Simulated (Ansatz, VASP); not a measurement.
## Two plane-wave programs on MgO

The input INCAR:

```
PREC = Accurate ; ENCUT = 520
EDIFF = 1E-6 ; ISMEAR = 0
SIGMA = 0.05 ; LREAL = False
LASPH = True ; NELM = 60
ALGO = Normal ; ISIF = 2
LWAVE = False ; LCHARG = False
GGA = CA ; NBANDS = 11
```

KPOINTS

```
regular mesh
0
Gamma
  9 9 8
```

Contents of POSCAR:

```
MgO
1.0
    2.9380209034      0.0000000000      0.0000000000
   -1.4690104517      2.5444007392      0.0000000000
    0.0000000000      0.0000000000      2.6796800000
Mg O
1 1
Direct
    0.0000000000      0.0000000000      0.0000000000
    0.3333333333      0.6666666667      0.4906705278
```

Input for Ansatz:

```yaml
crystal:
  lattice:
    - [2.9380209034, 0.0, 0.0]
    - [-1.4690104517, 2.5444007392, 0.0]
    - [0.0, 0.0, 2.67968]
  atoms:
    - { symbol: Mg, position: [0.0, 0.0, 0.0] }
    - { symbol: O, position: [0.3333333333, 0.6666666667, 0.4906705278] }
basis:
  ecutwfc: 420
kpoints:
  mp_grid: { grid: [9, 9, 8] }
hamiltonian:
  xc: lda
scf:
  occupations: { method: gaussian, width: 0.05 }
output:
  forces: true
  stress: true
  eigenvalues: true
```

Change from the starting cell: all O atoms moved +0.025 Å, as atom 2 towards its neighbour atom 2 (O) at 2.680 Å.

Alike in both runs: task single point; functional LDA; k mesh 9 × 9 × 8; occupations gaussian, width 0.05 eV; no spin polarisation.

|  | VASP | Ansatz |
| --- | --- | --- |
| version | VASP 6.6.1 | Ansatz 0.2.0 |
| potentials or method | VASP PAW LDA potentials, release 64 (Mg, O), cutoff 520 eV | scalar-relativistic, plane waves, PAW |
| valence electrons in the cell | 8 | 16 |

```csv
,VASP,Ansatz,Ansatz less VASP
gap on the k mesh at the Fermi level (eV),2.94,2.95,+0.002
least direct gap on the mesh (eV),3.35,3.35,0.000
pressure (GPa),-10.9,-9.3,+1.60
"traceless stress, the component that is largest in VASP (GPa)",-1.04,-0.83,+0.211
rms of the force components (eV/Å),0.042,0.041,-0.0009
```

LDA's correlation is that of Perdew and Zunger in VASP and of Perdew and Wang (1992) in Ansatz. Atom by atom the forces differ by 0.001 eV/Å (rms over components). VASP's potentials hold 8 valence electrons a cell and Ansatz's 16, so a difference there can come from the potentials and not from the codes.
